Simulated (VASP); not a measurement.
# Sb (Immm) in VASP: further runs

Sb is run at these levels: r2SCAN; tasks: single point.

Program: VASP 6.6.1. These are calculated values, not measurements. Logs are shortened: lines on timing, memory, paths and dates and some standing lists are left out, and cuts for length are marked.

### Step 1. The cell of the first run

The structure is orthorhombic, space group Immm (No. 71). The conventional cell has a = 3.415 Å, b = 3.743 Å, c = 4.070 Å, α = 90.00°, β = 90.00°, γ = 90.00°. Sb (site symmetry mmm) has 14 Sb at 3.25 to 4.07 Å within 4.3 Å.

### Step 2. Single point, r2SCAN (strain +0.0875 x Voigt [1, -1, 0, 0, 0, 0])

File POSCAR:

```
Sb
1.0
   -2.0350832139      1.7075985587      1.8713408863
    2.0350832139     -1.7075985587      1.8713408863
    2.0350832139      1.7075985587     -1.8713408863
Sb
1
Direct
    0.0000000000      0.0000000000      0.0000000000
```

File INCAR.step1:

```
SYSTEM = Sb
  ALGO = Normal
  EDIFF = 1E-4
  ENCUT = 520
  GGA = PE
  ISMEAR = 0
  LASPH = .TRUE.
  LCHARG = .FALSE.
  LREAL = .FALSE.
  LWAVE = .TRUE.
  NBANDS = 8
  NELM = 100
  PREC = Accurate
  SIGMA = 0.15
```

File INCAR.step2:

```
SYSTEM = Sb
  ALGO = Normal
  EDIFF = 1E-7
  ENCUT = 520
  ISIF = 2
  ISMEAR = 0
  ISTART = 1
  LASPH = .TRUE.
  LCHARG = .FALSE.
  LMIXTAU = .TRUE.
  LREAL = .FALSE.
  LWAVE = .FALSE.
  METAGGA = R2SCAN
  NBANDS = 8
  NELM = 100
  PREC = Accurate
  SIGMA = 0.15
```

File KPOINTS:

```
k-points
0
G
  18 18 18
  0 0 0
```

Potentials or basis: VASP PAW PBE potentials, release 64 (Sb).

Command:

```sh
> cat potpaw_PBE.64/Sb/POTCAR > POTCAR
> cp INCAR.step1 INCAR
> mpirun -np 1 vasp_std > vasp.out
> cp INCAR.step2 INCAR
> mpirun -np 1 vasp_std > vasp.out
```

OUTCAR:

```text
SYSTEM = Sb
   EDIFF = 1E-7
   ENCUT = 520
   ISIF = 2
   ISMEAR = 0
   ISTART = 1
   LASPH = .TRUE.
   LREAL = .FALSE.
   METAGGA = R2SCAN
   NELM = 100
   PREC = Accurate

 ion  position               nearest neighbor table
   1  0.000  0.000  0.000-

  LATTYP: Found a body centered orthorhombic cell.
 ALAT       =     3.4151971174
 B/A-ratio  =     1.0958904110
 C/A-ratio  =     1.1917808220

  Lattice vectors:

 A1 = (  -2.0350832139,  -1.7075985587,  -1.8713408863)
 A2 = (  -2.0350832139,   1.7075985587,   1.8713408863)
 A3 = (   2.0350832139,   1.7075985587,  -1.8713408863)

Analysis of symmetry for initial positions (statically):
=====================================================================
 Subroutine PRICEL returns:
 Original cell was already a primitive cell.

 Routine SETGRP: Setting up the symmetry group for a
 body centered orthorhombic supercell.

 Subroutine GETGRP returns: Found  8 space group operations
 (whereof  8 operations were pure point group operations)
 out of a pool of  8 trial point group operations.

The static configuration has the point symmetry D_2h.

Analysis of symmetry for dynamics (positions and initial velocities):
=====================================================================
 Subroutine PRICEL returns:
 Original cell was already a primitive cell.

 Routine SETGRP: Setting up the symmetry group for a
 body centered orthorhombic supercell.

 Subroutine GETGRP returns: Found  8 space group operations
 (whereof  8 operations were pure point group operations)
 out of a pool of  8 trial point group operations.

The dynamic configuration has the point symmetry D_2h.

 Subroutine INISYM returns: Found  8 space group operations
 (whereof  8 operations are pure point group operations),
 and found     1 'primitive' translations

----------------------------------------------------------------------------------------

                                     Primitive cell

  volume of cell :      26.0124

  direct lattice vectors                    reciprocal lattice vectors
    -2.035083214  1.707598559  1.871340886     0.000000000  0.292808867  0.267188092
     2.035083214 -1.707598559  1.871340886     0.245690199  0.000000000  0.267188092
     2.035083214  1.707598559 -1.871340886     0.245690199  0.292808867  0.000000000

  length of vectors
     3.249518924  3.249518924  3.249518924     0.396391863  0.362978168  0.382231222

  position of ions in fractional coordinates (direct lattice)
     0.000000000  0.000000000  0.000000000

  ion indices of the primitive-cell ions
   primitive index   ion index
                 1           1

----------------------------------------------------------------------------------------

 KPOINTS: k-points

Automatic generation of k-mesh.
 Grid dimensions read from file:
 generate k-points for:   18   18   18

 Generating k-lattice:

  Cartesian coordinates                     Fractional coordinates (reciprocal lattice)
     0.000000000  0.016267159  0.014843783     0.055555556  0.000000000 -0.000000000
     0.013649456  0.000000000  0.014843783     0.000000000  0.055555556 -0.000000000
     0.013649456  0.016267159  0.000000000     0.000000000  0.000000000  0.055555556

  Length of vectors
     0.022021770  0.020165454  0.021235068

  Shift w.r.t. Gamma in fractional coordinates (k-lattice)
     0.000000000  0.000000000  0.000000000

 Subroutine IBZKPT returns following result:
 ===========================================

 Found    865 irreducible k-points:

 Following reciprocal coordinates:
            Coordinates               Weight
  0.000000  0.000000  0.000000      1.000000
  0.055556  0.000000 -0.000000      4.000000
  0.111111  0.000000 -0.000000      4.000000
  0.166667  0.000000 -0.000000      4.000000
  0.222222  0.000000 -0.000000      4.000000
  0.277778  0.000000 -0.000000      4.000000
[... 16 lines left out ...]
 -0.333333  0.055556  0.000000      8.000000
 -0.277778  0.055556  0.000000      8.000000
 [... further k-points ...]
   k-points           NKPTS =    865   k-points in BZ     NKDIM =    865   number of bands    NBANDS=      8
   number of dos      NEDOS =    301   number of ions     NIONS =      1
   total plane-waves  NPLWV =  13824
   dimension x,y,z NGX =    24 NGY =   24 NGZ =   24
   dimension x,y,z NGXF=    48 NGYF=   48 NGZF=   48
   ions per type =               1
   NGX,Y,Z   is equivalent  to a cutoff of  12.28, 12.28, 12.28 a.u.
   NGXF,Y,Z  is equivalent  to a cutoff of  24.56, 24.56, 24.56 a.u.
 SYSTEM =  Sb
   PREC   = accura    normal or accurate (medium, high low for compatibility)
   ISTART =      1    job   : 0-new  1-cont  2-samecut
   ICHARG =      0    charge: 1-file 2-atom 10-const
   ISPIN  =      1    spin polarized calculation?
   LNONCOLLINEAR =      F non collinear calculations
   LSORBIT =      F    spin-orbit coupling
   LASPH  =      T    aspherical Exc in radial PAW
   ENCUT  =  520.0 eV  38.22 Ry    6.18 a.u.   6.04  6.04  6.04*2*pi/ulx,y,z
   NELM   =    100;   NELMIN=  2; NELMDL=  0     # of ELM steps
   EDIFF  = 0.1E-06   stopping-criterion for ELM
   LREAL  =      F    real-space projection
   EDIFFG = 0.1E-05   stopping-criterion for IOM
   NSW    =      0    number of steps for IOM
   IBRION =     -1    ionic relax: 0-MD 1-quasi-New 2-CG
   NFREE  =      0    steps in history (QN), initial steepest desc. (CG)
   ISIF   =      2    stress and relaxation
   ISYM   =      2    0-nonsym 1-usesym 2-fastsym
   POTIM  = 0.5000    time-step for ionic-motion
   TEBEG  =    0.0;   TEEND  =   0.0 temperature during run
   PSTRESS=    0.0 pullay stress
   NELECT =       5.0000    total number of electrons
   NUPDOWN=      -1.0000    fix difference up-down
   EMIN   =  10.00;   EMAX   =-10.00  energy-range for DOS
   EFERMI =   0.00;   METHOD = LEGACY
   ISMEAR =     0;   SIGMA  =   0.15  broadening in eV -4-tet -1-fermi 0-gaus
   EFERMI_NEDOS =   21; number of points for ismear=-14 and -15
   IALGO  =     38    algorithm
   IMIX   =      4    mixing-type and parameters
     AMIX     =   0.40;   BMIX     =  1.00
     AMIX_MAG =   1.60;   BMIX_MAG =  1.00
  volume/ion in A,a.u.               =      26.01       175.54
  Fermi-wavevector in a.u.,A,eV,Ry     =   0.944796  1.785405 12.145088  0.892639
  Thomas-Fermi vector in A             =   2.072635
   LORBIT       =      0    0 simple, 1 ext, 2 COOP (PROOUT), +10 PAW based schemes
   METAGGA = R2SCAN    functional components
   LHFCALC =     F    Hartree Fock is set to
   AEXX    =    0.0000 exact exchange contribution
   IVDW    =     0    specifies the selected vdW correction
   LEPSILON=     F    determine dielectric tensor
   LRPA    =     F    only Hartree local field effects (RPA)
 non-spin polarized calculation
 Gauss-broadening in eV      SIGMA  =   0.15
  energy-cutoff  :      520.00
  volume of cell :       26.01
 maximum number of plane-waves:       724
   NGX = 13   NGY = 13   NGZ = 13

 number of electron       5.0000000 magnetization

 Free energy of the ion-electron system (eV)
  ---------------------------------------------------
  ext. energy  EPLUGINS =         0.00000000
  ---------------------------------------------------
  free energy    TOTEN  =       -25.30323873 eV

  energy without entropy =      -25.29594830  energy(sigma->0) =      -25.29959352

 E-fermi :   8.9031     XC(G=0): -10.9566

 val. band max:        8.8993323930   @ k =  -0.2222   0.2778  -0.0000
 cond. band min:       8.9083330139   @ k =   0.3889  -0.3333   0.1667
 fundamental gap:      0.0090006209
 Fermi energy:         8.9030779617

 k-point     1 :       0.0000    0.0000    0.0000
  band No.  band energies     occupation
      1      -4.9266      2.00000
      2      14.4135      0.00000
      3      14.5022      0.00000
      4      15.5879      0.00000
      5      18.5585      0.00000
      6      20.3727      0.00000
      7      20.5303      0.00000
      8      20.7713      0.00000

 k-point     2 :       0.0556    0.0000   -0.0000
  band No.  band energies     occupation
      1      -4.8489      2.00000
      2      14.1588      0.00000
      3      14.1884      0.00000
      4      15.2256      0.00000
      5      18.5989      0.00000
      6      19.8543      0.00000
      7      20.3172      0.00000
      8      20.9137      0.00000

 k-point     3 :       0.1111    0.0000   -0.0000
  band No.  band energies     occupation
      1      -4.6160      2.00000
      2      13.3274      0.00000
      3      13.4742      0.00000
      4      14.4422      0.00000
      5      18.0251      0.00000
      6      19.0526      0.00000
      7      20.4260      0.00000
      8      21.2264      0.00000

 k-point     4 :       0.1667    0.0000   -0.0000
  band No.  band energies     occupation
      1      -4.2289      2.00000
      2      11.8940      0.00000
      3      12.6511      0.00000
      4      13.7088      0.00000
      5      17.2465      0.00000
      6      17.8908      0.00000
      7      21.5970      0.00000
      8      21.6356      0.00000

 k-point     5 :       0.2222    0.0000   -0.0000
  band No.  band energies     occupation
      1      -3.6894      2.00000
      2      10.1615      0.00000
      3      11.8597      0.00000
      4      13.0775      0.00000
      5      16.5485      0.00000
      6      16.9483      0.00000
      7      22.0390      0.00000
      8      22.9561      0.00000

 k-point     6 :       0.2778    0.0000   -0.0000
  band No.  band energies     occupation
      1      -3.0022      2.00000
      2       8.3611      2.00000
      3      11.1639      0.00000
      4      12.5350      0.00000
      5      15.9702      0.00000
      6      16.2083      0.00000
      7      22.4910      0.00000
      8      24.1945      0.00000

 k-point     7 :       0.3333    0.0000   -0.0000
  band No.  band energies     occupation
      1      -2.1773      2.00000
      2       6.6091      2.00000
      3      10.5975      0.00000
      4      12.0944      0.00000
      5      15.5195      0.00000
      6      15.6508      0.00000
      7      23.0217      0.00000
      8      24.9973      0.00000
[... 133 lines left out ...]
 k-point    20 :       0.5000    0.0556   -0.0000
  band No.  band energies     occupation
      1       0.1404      2.00000
      2       3.1499      2.00000
      3       9.5953      0.00000
      4      11.2378      0.00000
      5      15.0437      0.00000
      6      15.5850      0.00000
      7      23.7795      0.00000
      8      26.5157      0.00000

 k-point    21 :      -0.4444    0.0556    0.0000
  band No.  band energies     occupation
      1      -0.6656      2.00000
      2       4.2163      2.00000
      3       9.8115      0.00000
      4      11.3762      0.00000
      5      15.1989      0.00000
      6      15.6307      0.00000
      7      23.0115      0.00000
      8      26.8519      0.00000

 k-point    22 :      -0.3889    0.0556    0.0000
  band No.  band energies     occupation
      1      -1.6267      2.00000
      2       5.7062      2.00000
      3      10.1996      0.00000
      4      11.6493      0.00000
      5      15.4943      0.00000
      6      15.8125      0.00000
      7      22.3527      0.00000
      8      25.8265      0.00000

 k-point    23 :      -0.3333    0.0556    0.0000
  band No.  band energies     occupation
      1      -2.5162      2.00000
      2       7.3693      2.00000
      3      10.7559      0.00000
      4      12.0468      0.00000
      5      15.9224      0.00000
      6      16.1437      0.00000
      7      21.8137      0.00000
      8      24.4645      0.00000

 k-point    24 :      -0.2778    0.0556    0.0000
  band No.  band energies     occupation
      1      -3.2805      2.00000
      2       9.1039      0.05825
      3      11.4774      0.00000
      4      12.5508      0.00000
      5      16.4424      0.00000
      6      16.6745      0.00000
      7      21.4027      0.00000
      8      23.0092      0.00000

 [... further k-points ...]

------------------------ aborting loop because EDIFF is reached ----------------------------------------

  FORCE on cell =-STRESS in cart. coord.  units (eV):
  Direction    XX          YY          ZZ          XY          YZ          ZX
  --------------------------------------------------------------------------------------
  -------------------------------------------------------------------------------------
  Total        0.1384173      0.6591583      0.6069299      0.0000000      0.0000000      0.0000000
  in kB        8.5255027     40.5993852     37.3824948      0.0000000      0.0000000      0.0000000
  external PRESSURE =      28.8357942 kB  Pullay stress =       0.0000000 kB

 VOLUME and BASIS-vectors are now :
 -----------------------------------------------------------------------------
  energy-cutoff  :      520.00
  volume of cell :       26.01
      direct lattice vectors                 reciprocal lattice vectors
    -2.035083214  1.707598559  1.871340886     0.000000000  0.292808867  0.267188092
     2.035083214 -1.707598559  1.871340886     0.245690199  0.000000000  0.267188092
     2.035083214  1.707598559 -1.871340886     0.245690199  0.292808867  0.000000000

 POSITION                                       TOTAL-FORCE (eV/Angst)
 -----------------------------------------------------------------------------------
      0.00000      0.00000      0.00000         0.000000      0.000000     -0.000000
 -----------------------------------------------------------------------------------
    total drift:                                0.000000     -0.000000      0.000000

  FREE ENERGIE OF THE ION-ELECTRON SYSTEM (eV)
  ---------------------------------------------------
  free  energy   TOTEN  =       -25.3032387318 eV

  energy  without entropy=      -25.2959483033  energy(sigma->0) =      -25.29959352
```

Run time: 4.6 min. Hardware: 1 thread of AMD EPYC 9R45 (Zen 5), shared host; peak memory 0.26 GiB.

Results:

```
Free energy : -25.3032 eV
Pressure    : 2.9 GPa
```

Caveat: the cell differs from its parent crystal (strain +0.0875 x Voigt [1, -1, 0, 0, 0, 0]); the PAW data sets were made with another functional, which shifts forces and pressure a little; spin-orbit coupling is left out, which moves the levels of the heavy elements.

### Step 3. Single point, r2SCAN (strain +0.0750 x Voigt [1, -1, 0, 0, 0, 0])

File POSCAR:

```
Sb
1.0
   -2.0116914528      1.7309903198      1.8713408863
    2.0116914528     -1.7309903198      1.8713408863
    2.0116914528      1.7309903198     -1.8713408863
Sb
1
Direct
    0.0000000000      0.0000000000      0.0000000000
```

File INCAR.step1:

```
SYSTEM = Sb
  PREC = Accurate
  ENCUT = 520
  ISMEAR = 0
  SIGMA = 0.15
  LREAL = .FALSE.
  LASPH = .TRUE.
  NELM = 100
  NBANDS = 8
  GGA = PE
  ALGO = Normal
  EDIFF = 1E-4
  LWAVE = .TRUE.
  LCHARG = .FALSE.
```

File INCAR.step2:

```
SYSTEM = Sb
  PREC = Accurate
  ENCUT = 520
  EDIFF = 1E-6
  ISMEAR = 0
  SIGMA = 0.15
  LREAL = .FALSE.
  LASPH = .TRUE.
  NELM = 100
  ALGO = Normal
  ISIF = 2
  LWAVE = .FALSE.
  LCHARG = .TRUE.
  METAGGA = R2SCAN
  LMIXTAU = .TRUE.
  LELF = .TRUE.
  LVHAR = .TRUE.
  NBANDS = 8
  ISTART = 1
```

File KPOINTS:

```
regular mesh
0
G
  18 18 18
  0 0 0
```

Potentials or basis: VASP PAW PBE potentials, release 64 (Sb).

Command:

```sh
> cat potpaw_PBE.64/Sb/POTCAR > POTCAR
> cp INCAR.step1 INCAR
> mpirun -np 1 vasp_std > vasp.out
> cp INCAR.step2 INCAR
> mpirun -np 1 vasp_std > vasp.out
```

Run time: 4.7 min. Hardware: 1 thread of AMD EPYC 9R45 (Zen 5), shared host; peak memory 0.26 GiB.

Results (log left out):

```
Free energy : -25.3115 eV
Pressure    : 2.6 GPa
```

Stress tensor (GPa, compression positive):
```
0.32 0.00 0.00
0.00 4.43 0.00
0.00 0.00 3.09
```

Levels at points of the mesh, in eV from the Fermi level:
| k point | band 1 | band 2 | band 3 | band 4 | band 5 |
| --- | --- | --- | --- | --- | --- |
| (0.00, 0.00, 0.00) | -13.79 | 5.64 | 5.66 | 6.55 | 9.85 |
| (0.50, 0.00, 0.00) | -8.75 | -5.95 | 1.03 | 2.82 | 6.19 |
| (0.00, 0.50, 0.00) | -9.75 | -6.31 | 2.88 | 5.32 | 8.20 |
| (0.50, 0.50, 0.00) | -9.14 | -6.15 | 1.80 | 3.95 | 7.13 |
| (0.50, 0.50, 0.50) | -5.88 | -3.59 | -2.35 | -0.67 | 2.95 |

Caveat: the cell differs from its parent crystal (strain +0.0750 x Voigt [1, -1, 0, 0, 0, 0]); the PAW data sets were made with another functional, which shifts forces and pressure a little; spin-orbit coupling is left out, which moves the levels of the heavy elements.
